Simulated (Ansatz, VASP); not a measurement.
# Rh: VASP beside Ansatz

The input INCAR:

```
SYSTEM = Rh
PREC = Accurate
ENCUT = 520
EDIFF = 1E-7
ISMEAR = 0
SIGMA = 0.15
LREAL = .FALSE.
LASPH = .TRUE.
NELM = 60
ALGO = Fast
ISIF = 2
LWAVE = .FALSE.
LCHARG = .FALSE.
GGA = PE
NBANDS = 22
```

The input KPOINTS:

```
regular mesh
0
G
  18 18 10
  0 0 0
```

Contents of POSCAR:

```
Rh
1.0
    2.6976000000      0.0000000000      0.0000000000
   -1.3488000000      2.3361901292      0.0000000000
    0.0000000000      0.0000000000      4.1746000000
Rh
2
Direct
    0.6666666667      0.3333333333      0.7500000000
    0.3333333333      0.6666666667      0.2500000000
```

Input for Ansatz:

```yaml
crystal:
  lattice:
    - [2.6976, 0.0, 0.0]
    - [-1.3488, 2.3361901292, 0.0]
    - [0.0, 0.0, 4.1746]
  atoms:
    - { symbol: Rh, position: [0.6666666667, 0.3333333333, 0.75] }
    - { symbol: Rh, position: [0.3333333333, 0.6666666667, 0.25] }
basis:
  ecutwfc: 420
kpoints:
  mp_grid: { grid: [18, 18, 10] }
hamiltonian:
  xc: pbe
  pseudopotentials: { kind: paw, azcp: { folder: soft_1 } }
scf:
  occupations: { method: gaussian, width: 0.15 }
output:
  forces: true
  stress: true
  eigenvalues: true
```

Alike in both runs: task single point; functional PBE; k mesh 18 × 18 × 10; occupations gaussian, width 0.15 eV; no spin polarisation.

|  | VASP | Ansatz |
| --- | --- | --- |
| version | VASP 6.6.1 | Ansatz 0.2.0 |
| potentials or method | VASP PAW PBE potentials, release 64 (Rh_pv), cutoff 520 eV | scalar-relativistic, plane waves, PAW |
| valence electrons in the cell | 30 | 34 |

|  | VASP | Ansatz | Ansatz less VASP |
| --- | --- | --- | --- |
| gap on the k mesh at the Fermi level (eV) | none | none | - |
| pressure (GPa) | 22.1 | 22.1 | -0.02 |
| traceless stress, the component that is largest in VASP (GPa) | 9.78 | 9.78 | -0.001 |

A gap of «none» marks a metal or a gap that the smearing closes. VASP's potentials hold 30 valence electrons a cell and Ansatz's 34, so a difference there can come from the potentials and not from the codes.
